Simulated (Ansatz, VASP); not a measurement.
## One calculation of KCl, two programs

File POSCAR:

```
KCl
1.0
    0.0000000000      3.0298560000      3.4085880000
    3.0298560000      0.0000000000      3.4085880000
    3.0298560000      3.0298560000      0.0000000000
K Cl
1 1
Direct
    0.0000000000      0.0000000000      0.0000000000
    0.5000000000      0.5000000000      0.5000000000
```

The input INCAR.step1:

```
SYSTEM = KCl
PREC = Accurate ; ENCUT = 550
ISMEAR = 0 ; SIGMA = 0.05
LREAL = .FALSE. ; LASPH = .TRUE.
NELM = 120 ; NBANDS = 15
GGA = PE ; ALGO = Normal
EDIFF = 1E-5 ; LWAVE = .TRUE.
LCHARG = .FALSE. ; GGA_COMPAT = .FALSE.
```

The input INCAR.step2:

```
SYSTEM = KCl
PREC = Accurate ; ENCUT = 550
EDIFF = 1E-6 ; ISMEAR = 0
SIGMA = 0.05 ; LREAL = .FALSE.
LASPH = .TRUE. ; NELM = 120
ALGO = Normal ; ISIF = 2
LWAVE = .FALSE. ; LCHARG = .FALSE.
METAGGA = R2SCAN ; LMIXTAU = .TRUE.
NBANDS = 15 ; ISTART = 1
GGA_COMPAT = .FALSE.
```

KPOINTS

```
regular mesh
0
G
  6 6 6
  0 0 0
```

Input for Ansatz:

```yaml
crystal:
  lattice:
    - [0.0, 3.029856, 3.408588]
    - [3.029856, 0.0, 3.408588]
    - [3.029856, 3.029856, 0.0]
  atoms:
    - { symbol: K, position: [0.0, 0.0, 0.0] }
    - { symbol: Cl, position: [0.5, 0.5, 0.5] }
basis:
  ecutwfc: 500
kpoints:
  mp_grid: { grid: [6, 6, 6] }
hamiltonian:
  xc: r2scan
scf:
  occupations: { method: gaussian, width: 0.05 }
output:
  forces: true
  stress: true
  eigenvalues: true
```

Change from the starting cell: strain -0.040 along x and y, +0.080 along z, atoms carried along.

Alike in both runs: task single point; functional r2SCAN; k mesh 6 × 6 × 6; occupations gaussian, width 0.05 eV; no spin polarisation.

|  | VASP | Ansatz |
| --- | --- | --- |
| version | VASP 6.6.1 | Ansatz 0.2.0 |
| potentials or method | VASP PAW PBE potentials, release 64 (K_sv, Cl), cutoff 550 eV | scalar-relativistic, plane waves, PAW |
| valence electrons in the cell | 16 | 16 |

|  | VASP | Ansatz | Ansatz less VASP |
| --- | --- | --- | --- |
| gap on the k mesh at the Fermi level (eV) | 5.73 | 5.72 | -0.003 |
| least direct gap on the mesh (eV) | 5.73 | 5.72 | -0.003 |
| pressure (GPa) | 0.7 | 0.7 | -0.01 |
| traceless stress, the component that is largest in VASP (GPa) | -2.60 | -2.57 | +0.033 |

VASP's potentials were made for PBE, not for r2SCAN.
